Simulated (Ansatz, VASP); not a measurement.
## Two plane-wave programs on SiC

```
Si C
1.0
     3.25432    0.00000    0.00000
    -1.62716    2.81832    0.00000
     0.00000    0.00000    5.07376
Si C
2 2
Direct
  0.33333 0.66667 0.00456
  0.66667 0.33333 0.50456
  0.33333 0.66667 0.38044
  0.66667 0.33333 0.88044
```

Change from the starting cell: strain +0.0525 x Voigt [1, 1, 0, 0, 0, 0], atoms carried along.

Alike in both runs: task single point; functional PBE; k mesh 12 × 12 × 6; occupations gaussian, width 0.05 eV; no spin polarisation.

|  | VASP | Ansatz |
| --- | --- | --- |
| version | VASP 6.6.1 | Ansatz 0.2.0 |
| potentials or method | VASP PAW PBE potentials, release 64 (Si, C), cutoff 520 eV | scalar-relativistic, plane waves, PAW |
| valence electrons in the cell | 16 | 16 |

```csv
,VASP,Ansatz,Ansatz less VASP
gap on the k mesh at the Fermi level (eV),2.23,2.23,+0.005
least direct gap on the mesh (eV),3.11,3.11,+0.001
pressure (GPa),-17.3,-17.3,+0.01
"traceless stress, the component that is largest in VASP (GPa)",14.85,14.78,-0.068
rms of the force components (eV/Å),0.176,0.176,-0.0001
```

Atom by atom the forces differ by 0.000 eV/Å (rms over components).
